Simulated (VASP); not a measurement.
# In2O3 (Ia-3) in VASP: single point with PBE

Aim: the single point of In2O3 with PBE.

All numbers are computed with VASP 6.6.1; they aren't measurements. Logs are shortened: lines on timing, memory, paths and dates and some standing lists are left out, and cuts for length are marked.

### Step 1. The cell of the first run

The structure is cubic, space group Ia-3 (No. 206). The conventional cell has a = 10.288 Å, b = 10.288 Å, c = 10.288 Å, α = 90.00°, β = 90.00°, γ = 90.00°. In (site symmetry -3) has 6 O at 2.21 Å within 2.9 Å. In (site symmetry 2) has 6 O at 2.16 to 2.25 Å within 2.9 Å. Within 3.1 Å of O (site symmetry 1) lie 4 In at 2.16 to 2.25 Å and 5 O at 2.84 to 3.00 Å.

### Step 2. Single point, PBE

File INCAR:

```
PREC = Accurate
ENCUT = 520
EDIFF = 1E-6
ISMEAR = 0
SIGMA = 0.01
LREAL = Auto
LASPH = True
NELM = 100
ALGO = Normal
ISIF = 2
LWAVE = False
LCHARG = False
GGA = PE
NBANDS = 202
```

File KPOINTS:

```
Automatic mesh
0
Gamma
  2 2 2
```

File POSCAR:

```
In2O3
1.0
   -5.1440455962      5.1440455962      5.1440455962
    5.1440455962     -5.1440455962      5.1440455962
    5.1440455962      5.1440455962     -5.1440455962
In O
16 24
Direct
    0.5000000000      0.5000000000      0.5000000000
    0.5000000000      0.0000000000      0.0000000000
    0.0000000000      0.5000000000      0.0000000000
    0.0000000000      0.0000000000      0.5000000000
    0.2500000000      0.7160972941      0.4660972941
    0.7500000000      0.7839027059      0.0339027059
    0.4660972941      0.2500000000      0.7160972941
    0.0339027059      0.7500000000      0.7839027059
    0.7160972941      0.4660972941      0.2500000000
    0.7839027059      0.0339027059      0.7500000000
    0.7500000000      0.2839027059      0.5339027059
    0.2500000000      0.2160972941      0.9660972941
    0.5339027059      0.7500000000      0.2839027059
    0.9660972941      0.2500000000      0.2160972941
    0.2839027059      0.5339027059      0.7500000000
    0.2160972941      0.9660972941      0.2500000000
    0.5370498496      0.7721563759      0.5442463289
    0.7279100470      0.9928035208      0.9557536711
    0.9629501504      0.5071964792      0.2351065263
    0.7720899530      0.7278436241      0.2648934737
    0.5442463289      0.5370498496      0.7721563759
    0.9557536711      0.7279100470      0.9928035208
    0.2351065263      0.9629501504      0.5071964792
    0.2648934737      0.7720899530      0.7278436241
    0.7721563759      0.5442463289      0.5370498496
    0.9928035208      0.9557536711      0.7279100470
    0.5071964792      0.2351065263      0.9629501504
    0.7278436241      0.2648934737      0.7720899530
    0.4629501504      0.2278436241      0.4557536711
    0.2720899530      0.0071964792      0.0442463289
    0.0370498496      0.4928035208      0.7648934737
    0.2279100470      0.2721563759      0.7351065263
    0.4557536711      0.4629501504      0.2278436241
    0.0442463289      0.2720899530      0.0071964792
    0.7648934737      0.0370498496      0.4928035208
    0.7351065263      0.2279100470      0.2721563759
    0.2278436241      0.4557536711      0.4629501504
    0.0071964792      0.0442463289      0.2720899530
    0.4928035208      0.7648934737      0.0370498496
    0.2721563759      0.7351065263      0.2279100470
```

Potentials or basis: VASP PAW PBE potentials, release 64 (In_d, O).

Command:

```sh
$ cat potpaw_PBE.64/In_d/POTCAR potpaw_PBE.64/O/POTCAR > POTCAR
$ mpirun -np 1 vasp_std > vasp.out
```

OUTCAR:

```text
PREC = Accurate
   ENCUT = 520
   EDIFF = 1E-6
   ISMEAR = 0
   LREAL = Auto
   LASPH = True
   NELM = 100
   ISIF = 2
   GGA = PE

 ion  position               nearest neighbor table
   1  0.500  0.500  0.500-  17 2.21  21 2.21  25 2.21  29 2.21  33 2.21  37 2.21   5 3.40   7 3.40
                             9 3.40  11 3.40  13 3.40  15 3.40   8 3.89  10 3.89   6 3.89  12 3.89
   2  0.500  0.000  0.000-  18 2.21  30 2.21  24 2.21  36 2.21  27 2.21  39 2.21   6 3.40   8 3.40
                             9 3.40  12 3.40  14 3.40  15 3.40  13 3.89   7 3.89  10 3.89  16 3.89
   3  0.000  0.500  0.000-  22 2.21  34 2.21  28 2.21  40 2.21  19 2.21  31 2.21   5 3.40   8 3.40
                            10 3.40  11 3.40  14 3.40  16 3.40  12 3.89   9 3.89  15 3.89   6 3.89
   4  0.000  0.000  0.500-  26 2.21  38 2.21  32 2.21  20 2.21  35 2.21  23 2.21   6 3.40   7 3.40
                            10 3.40  12 3.40  13 3.40  16 3.40   5 3.89   8 3.89  14 3.89  15 3.89
   5  0.250  0.716  0.466-  24 2.16  23 2.16  17 2.24  19 2.24  40 2.25  37 2.25   1 3.40   3 3.40
                            15 3.42  16 3.42  13 3.42  14 3.42   2 3.89   4 3.89   7 3.91   8 3.91
   6  0.750  0.784  0.034-  22 2.16  21 2.16  20 2.24  18 2.24  39 2.25  38 2.25   2 3.40   4 3.40
                            15 3.42  16 3.42  13 3.42  14 3.42   3 3.89   1 3.89   8 3.91   7 3.91
   7  0.466  0.250  0.716-  28 2.16  27 2.16  21 2.24  23 2.24  29 2.25  32 2.25   1 3.40   4 3.40
                            15 3.42  16 3.42  11 3.42  12 3.42   2 3.89   3 3.89   6 3.91   5 3.91
   8  0.034  0.750  0.784-  26 2.16  25 2.16  24 2.24  22 2.24  31 2.25  30 2.25   2 3.40   3 3.40
                            15 3.42  16 3.42  11 3.42  12 3.42   4 3.89   1 3.89   6 3.91   5 3.91
   9  0.716  0.466  0.250-  20 2.16  19 2.16  25 2.24  27 2.24  33 2.25  36 2.25   1 3.40   2 3.40
[... 37 lines left out ...]
  39  0.493  0.765  0.037-  13 2.16   2 2.21  15 2.24   6 2.25
  40  0.272  0.735  0.228-  13 2.16   3 2.21  16 2.24   5 2.25

  LATTYP: Found a body centered cubic cell.
 ALAT       =    10.2880911924

  Lattice vectors:

 A1 = (  -5.1440455962,   5.1440455962,   5.1440455962)
 A2 = (   5.1440455962,  -5.1440455962,   5.1440455962)
 A3 = (   5.1440455962,   5.1440455962,  -5.1440455962)

Analysis of symmetry for initial positions (statically):
=====================================================================
 Subroutine PRICEL returns:
 Original cell was already a primitive cell.

 Routine SETGRP: Setting up the symmetry group for a
 body centered cubic supercell.

 Subroutine GETGRP returns: Found 24 space group operations
 (whereof  6 operations were pure point group operations)
 out of a pool of 48 trial point group operations.

The static configuration has the point symmetry S_6 .
 The point group associated with its full space group is T_h .

Analysis of symmetry for dynamics (positions and initial velocities):
=====================================================================
 Subroutine PRICEL returns:
[... 180 lines left out ...]
   EFERMI_NEDOS =   21; number of points for ismear=-14 and -15
   IALGO  =     38    algorithm
   IMIX   =      4    mixing-type and parameters
     AMIX     =   0.40;   BMIX     =  1.00
     AMIX_MAG =   1.60;   BMIX_MAG =  1.00
  volume/ion in A,a.u.               =      13.61        91.86
  Fermi-wavevector in a.u.,A,eV,Ry     =   1.415569  2.675037 27.263822  2.003834
  Thomas-Fermi vector in A             =   2.536993
   LORBIT       =      0    0 simple, 1 ext, 2 COOP (PROOUT), +10 PAW based schemes
   GGA     = PE    functional components
   LHFCALC =     F    Hartree Fock is set to
   AEXX    =    0.0000 exact exchange contribution
   IVDW    =     0    specifies the selected vdW correction
   LEPSILON=     F    determine dielectric tensor
   LRPA    =     F    only Hartree local field effects (RPA)
 non-spin polarized calculation
 Gauss-broadening in eV      SIGMA  =   0.01
  energy-cutoff  :      520.00
  volume of cell :      544.47
 maximum number of plane-waves:     14652
 NGX is ok and might be reduce to    70
   NGX = 33   NGY = 33   NGZ = 33

 number of electron     351.9999878 magnetization

 Free energy of the ion-electron system (eV)
  ---------------------------------------------------
  ext. energy  EPLUGINS =         0.00000000
  ---------------------------------------------------
  free energy    TOTEN  =      -223.07794016 eV

  energy without entropy =     -223.07794016  energy(sigma->0) =     -223.07794016

 E-fermi :   5.0336     XC(G=0): -10.7598

 val. band max:        4.9413318948   @ k =   0.0000   0.0000   0.0000
 cond. band min:       5.8730114014   @ k =   0.0000   0.0000   0.0000
 fundamental gap:      0.9316795067
 Fermi energy:         5.0336051722

 k-point     1 :       0.0000    0.0000    0.0000
  band No.  band energies     occupation
      1     -12.5458      2.00000
      2     -11.9884      2.00000
      3     -11.9884      2.00000
      4     -11.9188      2.00000
      5     -11.9188      2.00000
      6     -11.9188      2.00000
[... 562 lines left out ...]
    187      11.2856      0.00000
    188      11.2856      0.00000
 [bands above 188 left out]

------------------------ aborting loop because EDIFF is reached ----------------------------------------

  FORCE on cell =-STRESS in cart. coord.  units (eV):
  Direction    XX          YY          ZZ          XY          YZ          ZX
  --------------------------------------------------------------------------------------
  -------------------------------------------------------------------------------------
  Total        1.4219947      1.4219947      1.4219947     -0.0000000     -0.0000000      0.0000000
  in kB        4.1844091      4.1844091      4.1844091     -0.0000000     -0.0000000      0.0000000
  external PRESSURE =       4.1844091 kB  Pullay stress =       0.0000000 kB

 VOLUME and BASIS-vectors are now :
 -----------------------------------------------------------------------------
  energy-cutoff  :      520.00
  volume of cell :      544.47
      direct lattice vectors                 reciprocal lattice vectors
    -5.144045596  5.144045596  5.144045596     0.000000000  0.097199761  0.097199761
     5.144045596 -5.144045596  5.144045596     0.097199761  0.000000000  0.097199761
     5.144045596  5.144045596 -5.144045596     0.097199761  0.097199761  0.000000000

 POSITION                                       TOTAL-FORCE (eV/Angst)
 -----------------------------------------------------------------------------------
      2.57202      2.57202      2.57202         0.000000     -0.000000      0.000000
     -2.57202      2.57202      2.57202         0.000000     -0.000000      0.000000
      2.57202     -2.57202      2.57202         0.000000     -0.000000      0.000000
      2.57202      2.57202     -2.57202         0.000000     -0.000000      0.000000
      4.79525      0.00000      2.57202        -0.002223     -0.000000      0.000000
      0.34879      0.00000      7.71607         0.002223     -0.000000      0.000000
[... 32 lines left out ...]
      1.59023     -1.20906      6.27906        -0.001222     -0.003800     -0.001975
      3.55382     -1.20906      4.00903         0.001222     -0.003800      0.001975
 -----------------------------------------------------------------------------------
    total drift:                                0.000000      0.000000     -0.000000

  FREE ENERGIE OF THE ION-ELECTRON SYSTEM (eV)
  ---------------------------------------------------
  free  energy   TOTEN  =      -223.0779401589 eV

  energy  without entropy=     -223.0779401589  energy(sigma->0) =     -223.07794016
```

Wall time 14 min (1 thread of Intel Xeon Platinum 8375C at 2.90GHz (Ice Lake), shared host); peak memory 0.77 GiB.

What came out:

* Free energy: -223.0779 eV
* Pressure: 0.4 GPa
* Largest force: 0.004 eV/Å
* Band gap on the k mesh: 0.93 eV

Forces on the atoms (eV/Å):
```
In   0.000  0.000  0.000
In   0.000  0.000  0.000
In   0.000  0.000  0.000
In   0.000  0.000  0.000
In  -0.002  0.000  0.000
In   0.002  0.000  0.000
In   0.000 -0.002  0.000
In   0.000  0.002  0.000
In   0.000  0.000 -0.002
In   0.000  0.000  0.002
In   0.002  0.000  0.000
In  -0.002  0.000  0.000
In   0.000  0.002  0.000
In   0.000 -0.002  0.000
In   0.000  0.000  0.002
In   0.000  0.000 -0.002
O    0.002 -0.001 -0.004
O   -0.002  0.001 -0.004
O    0.002  0.001  0.004
O   -0.002 -0.001  0.004
O   -0.004  0.002 -0.001
O   -0.004 -0.002  0.001
O    0.004  0.002  0.001
O    0.004 -0.002 -0.001
O   -0.001 -0.004  0.002
O    0.001 -0.004 -0.002
O    0.001  0.004  0.002
O   -0.001  0.004 -0.002
O   -0.002  0.001  0.004
O    0.002 -0.001  0.004
O   -0.002 -0.001 -0.004
O    0.002  0.001 -0.004
O    0.004 -0.002  0.001
O    0.004  0.002 -0.001
O   -0.004 -0.002 -0.001
O   -0.004  0.002  0.001
O    0.001  0.004 -0.002
O   -0.001  0.004  0.002
O   -0.001 -0.004 -0.002
O    0.001 -0.004  0.002
```

Caveat: the k points lie up to 0.43 Å⁻¹ apart; spin-orbit coupling is left out, which moves the levels of the heavy elements. A hybrid or GW would open this gap; PBE tends to underestimate it.
